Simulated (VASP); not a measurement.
Here is a VASP 6.6.1 calculation.

The input INCAR:

```
SYSTEM = Ru
PREC = Accurate ; ENCUT = 520
EDIFF = 1E-6 ; ISMEAR = 0
SIGMA = 0.1 ; LREAL = .FALSE.
LASPH = .TRUE. ; NELM = 100
ALGO = Fast ; ISIF = 2
LWAVE = .FALSE. ; LCHARG = .FALSE.
GGA = PS ; NBANDS = 13
ISYM = 0
```

KPOINTS

```
Automatic mesh
0
G
  18 18 16
  0 0 0
```

The input POSCAR:

```
Ru
1.0
    0.0000000000      1.9847251500      1.9847251500
    1.9847251500      0.0000000000      1.9847251500
    1.9464251500      1.9464251500      0.0383000000
Ru
1
Direct
    0.0000000000      0.0000000000      0.0000000000
```

Potentials or basis: VASP PAW PBE potentials, release 64 (Ru_pv).

Command:

```sh
$ cat potpaw_PBE.64/Ru_pv/POTCAR > POTCAR
$ mpirun -np 1 vasp_std > vasp.out
```

Q: What does it give for the pressure?

A: -31.7 GPa.

Q: Estimate the band gap on the k mesh.

A: Zero (bands 7 and 8 overlap by 2.97 eV).

Stress tensor (GPa, compression positive):
```
-31.66   3.65  -3.56
  3.65 -31.66  -3.56
 -3.56  -3.56 -31.73
```

Caveat: the cell differs from its parent crystal (strained); the cell stands under tension; the PAW data sets were made with another functional, which shifts forces and pressure a little.
